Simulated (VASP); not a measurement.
Input of a VASP 6.6.1 run:

Contents of POSCAR:

```
LuGe2Os3
1.0
    5.9867670000      0.0000000000      0.0000000000
   -2.9933830000      5.1846930000      0.0000000000
    0.0000000000      0.0000000000      3.3626860000
Ge Os Lu
2 3 1
Direct
    0.3333000000      0.6667000000      0.0000000000
    0.6666000000      0.3333000000      0.0000000000
    0.5000000000      0.0000000000      0.5000000000
    0.5000000000      0.5000000000      0.5000000000
    0.0000000000      0.5000000000      0.5000000000
    0.0000000000      0.0000000000      0.0000000000
```

Contents of INCAR.step1:

```
PREC = Accurate
ENCUT = 520
ISMEAR = -1
SIGMA = 0.1052
LREAL = F
LASPH = T
NELM = 80
NBANDS = 48
GGA = PE
ALGO = Normal
EDIFF = 1E-4
LWAVE = T
LCHARG = F
```

The input INCAR.step2:

```
PREC = Accurate
ENCUT = 520
EDIFF = 1E-6
ISMEAR = -1
SIGMA = 0.1052
LREAL = F
LASPH = T
NELM = 80
ALGO = Normal
ISIF = 2
LWAVE = F
LCHARG = T
METAGGA = R2SCAN
LMIXTAU = T
LELF = T
LVHAR = T
NBANDS = 48
ISTART = 1
```

The input KPOINTS:

```
Automatic mesh
0
Gamma
  7 7 10
```

Potentials or basis: VASP PAW PBE potentials, release 64 (Ge_d, Os, Lu).

The run is started by

```sh
$ cat potpaw_PBE.64/Ge_d/POTCAR potpaw_PBE.64/Os/POTCAR potpaw_PBE.64/Lu/POTCAR > POTCAR
$ cp INCAR.step1 INCAR
$ mpirun -np 1 vasp_std > vasp.out
$ cp INCAR.step2 INCAR
$ mpirun -np 1 vasp_std > vasp.out
```

(1) Estimate the band gap on the k mesh.

(2) Predict the largest force.

(3) Predict the pressure.

Results:

(1) zero (an odd number of electrons rules out a gap without spin polarisation).

(2) 0.004 eV/Å.

(3) 0.9 GPa.

Caveat: the PAW data sets were made with another functional, which shifts forces and pressure a little; spin-orbit coupling is left out, which moves the levels of the heavy elements.
